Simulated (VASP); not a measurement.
# Bi2S in VASP: a series of runs

Runs on Bi2S. Level: PBE. Tasks: single point, relaxation of cell and atoms.

Everything below comes from runs of VASP 6.6.1. Logs are shortened: lines on timing, memory, paths and dates and some standing lists are left out, and cuts for length are marked.

**1. The cell of the first run**

The cell holds a slab with vacuum, 3 atoms: a = 3.509 Å, b = 3.509 Å, c = 8.276 Å, α = 90.00°, β = 90.00°, γ = 117.43°.

The cell was generated, and may not be a known phase.

**2. Single point, PBE**

The input, INCAR:

```
SYSTEM = Bi2S
PREC     = Accurate       ! precision mode
ENCUT    = 520            ! plane-wave cutoff, eV
EDIFF    = 1E-6           ! SCF threshold, eV
ISMEAR   = 0              ! smearing method
SIGMA    = 0.1            ! smearing width, eV
LREAL    = .False.        ! projectors in reciprocal space
LASPH    = .True.         ! aspherical terms in the spheres
NELM     = 80             ! most SCF steps
ALGO     = Normal         ! electronic algorithm
ISIF     = 2              ! what is computed and relaxed
LWAVE    = .False.        ! write WAVECAR
LCHARG   = .False.        ! write CHGCAR
GGA      = PE             ! functional
NBANDS   = 25             ! bands
```

The input, KPOINTS:

```
Automatic mesh
0
Gamma
  6 6 2
  0 0 0
```

The input, POSCAR:

```
Bi2S
1.0
    1.8224748200     -2.9991688800      0.0000000000
    1.8224748200      2.9991688800      0.0000000000
    0.0000000000      0.0000000000      8.2761196400
Bi S
2 1
Direct
    0.3309651900      0.6690348100      0.0000000000
    0.6690348100      0.3309651900      0.0000000000
    0.0000000000      0.0000000000      0.0000000000
```

Potentials or basis: VASP PAW PBE potentials, release 64 (Bi_d, S).

Launch:

```bash
$ cat potpaw_PBE.64/Bi_d/POTCAR potpaw_PBE.64/S/POTCAR > POTCAR
$ mpirun -np 1 vasp_std > vasp.out
```

OUTCAR:

```text
SYSTEM = Bi2S
   PREC = Accurate
   ENCUT = 520
   EDIFF = 1E-6
   ISMEAR = 0
   LREAL = .False.
   LASPH = .True.
   NELM = 80
   ISIF = 2
   GGA = PE

 ion  position               nearest neighbor table
   1  0.331  0.669  0.000-   3 1.99   2 2.03   2 2.07   2 2.07   3 2.09   3 2.09
   2  0.669  0.331  0.000-   3 1.99   1 2.03   1 2.07   1 2.07   3 2.09   3 2.09
   3  0.000  0.000  0.000-   1 1.99   2 1.99   2 2.09   1 2.09   2 2.09   1 2.09

  LATTYP: Found a base centered orthorhombic cell.
 ALAT       =     3.6449496400
 B/A-ratio  =     1.6456572388
 C/A-ratio  =     2.2705717383

  Lattice vectors:

 A1 = (   1.8224748200,  -2.9991688800,   0.0000000000)
 A2 = (   1.8224748200,   2.9991688800,   0.0000000000)
 A3 = (   0.0000000000,   0.0000000000,   8.2761196400)

Analysis of symmetry for initial positions (statically):
=====================================================================
 Subroutine PRICEL returns:
 Original cell was already a primitive cell.

 Routine SETGRP: Setting up the symmetry group for a
 base centered orthorhombic supercell.

 Subroutine GETGRP returns: Found  8 space group operations
 (whereof  8 operations were pure point group operations)
 out of a pool of  8 trial point group operations.

The static configuration has the point symmetry D_2h.

Analysis of symmetry for dynamics (positions and initial velocities):
=====================================================================
 Subroutine PRICEL returns:
 Original cell was already a primitive cell.

 Routine SETGRP: Setting up the symmetry group for a
 base centered orthorhombic supercell.

 Subroutine GETGRP returns: Found  8 space group operations
 (whereof  8 operations were pure point group operations)
 out of a pool of  8 trial point group operations.

The dynamic configuration has the point symmetry D_2h.

 Subroutine INISYM returns: Found  8 space group operations
 (whereof  8 operations are pure point group operations),
 and found     1 'primitive' translations

----------------------------------------------------------------------------------------

                                     Primitive cell

  volume of cell :      90.4730

  direct lattice vectors                    reciprocal lattice vectors
     1.822474820 -2.999168880  0.000000000     0.274352213 -0.166712853  0.000000000
     1.822474820  2.999168880  0.000000000     0.274352213  0.166712853  0.000000000
     0.000000000  0.000000000  8.276119640     0.000000000  0.000000000  0.120829573

  length of vectors
     3.509476947  3.509476947  8.276119640     0.321033195  0.321033195  0.120829573

  position of ions in fractional coordinates (direct lattice)
     0.330965190  0.669034810  0.000000000
     0.669034810  0.330965190  0.000000000
     0.000000000  0.000000000  0.000000000

  ion indices of the primitive-cell ions
   primitive index   ion index
                 1           1
                 2           2
                 3           3

----------------------------------------------------------------------------------------

 KPOINTS: Automatic mesh

Automatic generation of k-mesh.
 Grid dimensions read from file:
 generate k-points for:    6    6    2

 Generating k-lattice:

  Cartesian coordinates                     Fractional coordinates (reciprocal lattice)
     0.045725369 -0.027785475  0.000000000     0.166666667  0.000000000  0.000000000
     0.045725369  0.027785475  0.000000000     0.000000000  0.166666667  0.000000000
     0.000000000  0.000000000  0.060414786     0.000000000  0.000000000  0.500000000

  Length of vectors
     0.053505532  0.053505532  0.060414786

  Shift w.r.t. Gamma in fractional coordinates (k-lattice)
     0.000000000  0.000000000  0.000000000

 Subroutine IBZKPT returns following result:
 ===========================================

 Found     26 irreducible k-points:

 Following reciprocal coordinates:
            Coordinates               Weight
  0.000000  0.000000  0.000000      1.000000
  0.166667 -0.000000  0.000000      4.000000
  0.333333  0.000000  0.000000      4.000000
  0.500000  0.000000  0.000000      2.000000
  0.166667  0.166667  0.000000      2.000000
  0.333333  0.166667  0.000000      4.000000
[... 16 lines left out ...]
  0.333333  0.333333  0.500000      2.000000
  0.500000  0.333333  0.500000      4.000000
 [... further k-points ...]
   k-points           NKPTS =     26   k-points in BZ     NKDIM =     26   number of bands    NBANDS=     25
   number of dos      NEDOS =    301   number of ions     NIONS =      3
   total plane-waves  NPLWV =  50176
   dimension x,y,z NGX =    28 NGY =   28 NGZ =   64
   dimension x,y,z NGXF=    56 NGYF=   56 NGZF=  128
   ions per type =               2   1
   NGX,Y,Z   is equivalent  to a cutoff of  13.26, 13.26, 12.86 a.u.
   NGXF,Y,Z  is equivalent  to a cutoff of  26.53, 26.53, 25.71 a.u.
 SYSTEM =  Bi2S
   PREC   = accura    normal or accurate (medium, high low for compatibility)
   ISTART =      0    job   : 0-new  1-cont  2-samecut
   ICHARG =      2    charge: 1-file 2-atom 10-const
   ISPIN  =      1    spin polarized calculation?
   LNONCOLLINEAR =      F non collinear calculations
   LSORBIT =      F    spin-orbit coupling
   LASPH  =      T    aspherical Exc in radial PAW
   ENCUT  =  520.0 eV  38.22 Ry    6.18 a.u.   6.53  6.53 15.39*2*pi/ulx,y,z
   NELM   =     80;   NELMIN=  2; NELMDL= -5     # of ELM steps
   EDIFF  = 0.1E-05   stopping-criterion for ELM
   LREAL  =      F    real-space projection
   EDIFFG = 0.1E-04   stopping-criterion for IOM
   NSW    =      0    number of steps for IOM
   IBRION =     -1    ionic relax: 0-MD 1-quasi-New 2-CG
   NFREE  =      0    steps in history (QN), initial steepest desc. (CG)
   ISIF   =      2    stress and relaxation
   ISYM   =      2    0-nonsym 1-usesym 2-fastsym
   POTIM  = 0.5000    time-step for ionic-motion
   TEBEG  =    0.0;   TEEND  =   0.0 temperature during run
   PSTRESS=    0.0 pullay stress
   NELECT =      36.0000    total number of electrons
   NUPDOWN=      -1.0000    fix difference up-down
   EMIN   =  10.00;   EMAX   =-10.00  energy-range for DOS
   EFERMI =   0.00;   METHOD = LEGACY
   ISMEAR =     0;   SIGMA  =   0.10  broadening in eV -4-tet -1-fermi 0-gaus
   EFERMI_NEDOS =   21; number of points for ismear=-14 and -15
   IALGO  =     38    algorithm
   IMIX   =      4    mixing-type and parameters
     AMIX     =   0.40;   BMIX     =  1.00
     AMIX_MAG =   1.60;   BMIX_MAG =  1.00
  volume/ion in A,a.u.               =      30.16       203.51
  Fermi-wavevector in a.u.,A,eV,Ry     =   1.204119  2.275454 19.727108  1.449902
  Thomas-Fermi vector in A             =   2.339853
   LORBIT       =      0    0 simple, 1 ext, 2 COOP (PROOUT), +10 PAW based schemes
   GGA     = PE    functional components
   LHFCALC =     F    Hartree Fock is set to
   AEXX    =    0.0000 exact exchange contribution
   IVDW    =     0    specifies the selected vdW correction
   LEPSILON=     F    determine dielectric tensor
   LRPA    =     F    only Hartree local field effects (RPA)
 non-spin polarized calculation
 Gauss-broadening in eV      SIGMA  =   0.10
  energy-cutoff  :      520.00
  volume of cell :       90.47
 maximum number of plane-waves:      2470
 NGX is ok and might be reduce to    28
   NGX = 13   NGY = 13   NGZ = 31

 number of electron      36.0000002 magnetization

 Free energy of the ion-electron system (eV)
  ---------------------------------------------------
  ext. energy  EPLUGINS =         0.00000000
  ---------------------------------------------------
  free energy    TOTEN  =        43.25243091 eV

  energy without entropy =       43.26014865  energy(sigma->0) =       43.25628978

 E-fermi :   7.5177     XC(G=0):  -7.4298

 val. band max:        7.5051734377   @ k =  -0.3333   0.3333   0.0000
 cond. band min:       7.5726700550   @ k =   0.1667  -0.0000   0.5000
 fundamental gap:      0.0674966174
 Fermi energy:         7.5176533588

 k-point     1 :       0.0000    0.0000    0.0000
  band No.  band energies     occupation
      1     -24.8702      2.00000
      2     -22.8527      2.00000
      3     -22.3344      2.00000
      4     -22.0030      2.00000
      5     -21.7020      2.00000
      6     -21.4225      2.00000
[... 17 lines left out ...]
     24      11.1252      0.00000
     25      13.0922      0.00000

 k-point     2 :       0.1667   -0.0000    0.0000
  band No.  band energies     occupation
      1     -24.5606      2.00000
      2     -23.7690      2.00000
      3     -23.1782      2.00000
      4     -21.5098      2.00000
      5     -21.3273      2.00000
      6     -21.1428      2.00000
[... 17 lines left out ...]
     24      11.4406      0.00000
     25      13.8776      0.00000

 k-point     3 :       0.3333    0.0000    0.0000
  band No.  band energies     occupation
      1     -24.7087      2.00000
      2     -24.2529      2.00000
      3     -23.5185      2.00000
      4     -21.6717      2.00000
      5     -21.1373      2.00000
      6     -20.1617      2.00000
[... 17 lines left out ...]
     24      13.0794      0.00000
     25      14.2209      0.00000

 k-point     4 :       0.5000    0.0000    0.0000
  band No.  band energies     occupation
      1     -25.0111      2.00000
      2     -24.5307      2.00000
      3     -23.1464      2.00000
      4     -21.7454      2.00000
      5     -21.0223      2.00000
      6     -19.8850      2.00000
[... 17 lines left out ...]
     24      13.3045      0.00000
     25      13.5322      0.00000
[... 477 lines left out ...]
 k-point    22 :      -0.1667    0.1667    0.5000
  band No.  band energies     occupation
      1     -24.5382      2.00000
      2     -23.5646      2.00000
      3     -23.1808      2.00000
      4     -21.5096      2.00000
      5     -21.3743      2.00000
      6     -21.1013      2.00000
[... 17 lines left out ...]
     24      12.7046      0.00000
     25      14.9187      0.00000

 k-point    23 :       0.3333    0.3333    0.5000
  band No.  band energies     occupation
      1     -25.6652      2.00000
      2     -23.5342      2.00000
      3     -23.4326      2.00000
      4     -21.9848      2.00000
      5     -20.3955      2.00000
      6     -20.1353      2.00000
[... 17 lines left out ...]
     24      13.4541      0.00000
     25      13.6560      0.00000

 k-point    24 :       0.5000    0.3333    0.5000
  band No.  band energies     occupation
      1     -25.3053      2.00000
      2     -23.7265      2.00000
      3     -23.3745      2.00000
      4     -21.8824      2.00000
      5     -20.9812      2.00000
      6     -19.6623      2.00000
[... 17 lines left out ...]
     24      12.6441      0.00000
     25      13.8966      0.00000

 [... further k-points ...]

------------------------ aborting loop because EDIFF is reached ----------------------------------------

  FORCE on cell =-STRESS in cart. coord.  units (eV):
  Direction    XX          YY          ZZ          XY          YZ          ZX
  --------------------------------------------------------------------------------------
  -------------------------------------------------------------------------------------
  Total      192.4476567    205.5450658     -0.2018546      0.0000000      0.0000000      0.0000000
  in kB     3408.0346066   3639.9751993     -3.5746203      0.0000000      0.0000000      0.0000000
  external PRESSURE =    2348.1450619 kB  Pullay stress =       0.0000000 kB

 VOLUME and BASIS-vectors are now :
 -----------------------------------------------------------------------------
  energy-cutoff  :      520.00
  volume of cell :       90.47
      direct lattice vectors                 reciprocal lattice vectors
     1.822474820 -2.999168880  0.000000000     0.274352213 -0.166712853  0.000000000
     1.822474820  2.999168880  0.000000000     0.274352213  0.166712853  0.000000000
     0.000000000  0.000000000  8.276119640     0.000000000  0.000000000  0.120829573

 POSITION                                       TOTAL-FORCE (eV/Angst)
 -----------------------------------------------------------------------------------
      1.82247      1.01393      0.00000        -0.000000     -0.239556      0.000000
      1.82247     -1.01393      0.00000        -0.000000      0.239556     -0.000000
      0.00000      0.00000      0.00000         0.000000      0.000000      0.000000
 -----------------------------------------------------------------------------------
    total drift:                                0.000000      0.000000      0.000000

  FREE ENERGIE OF THE ION-ELECTRON SYSTEM (eV)
  ---------------------------------------------------
  free  energy   TOTEN  =        43.2524309133 eV

  energy  without entropy=       43.2601486486  energy(sigma->0) =       43.25628978
```

It took 35 s on 1 thread of Intel Xeon 6975P-C (Granite Rapids), shared host; peak memory 0.23 GiB.

Results:

```
Free energy            : 43.2524 eV
Largest force          : 0.240 eV/Å
Band gap on the k mesh : zero (bands 18 and 19 overlap by 1.54 eV)
```

Forces in eV/Å, atoms in the order of the input:
```
Bi   0.000 -0.240  0.000
Bi   0.000  0.240  0.000
S    0.000  0.000  0.000
```

Caveat: the k points lie up to 0.38 Å⁻¹ apart, too coarse for converged energies and pressures of a metal; there is no dipole correction, which matters where the two faces differ; spin-orbit coupling is left out, which moves the levels of the heavy elements.

(Continued in part 2 of 2.)

The gap in the log of VASP goes by the Fermi energy; the results here count the filled bands.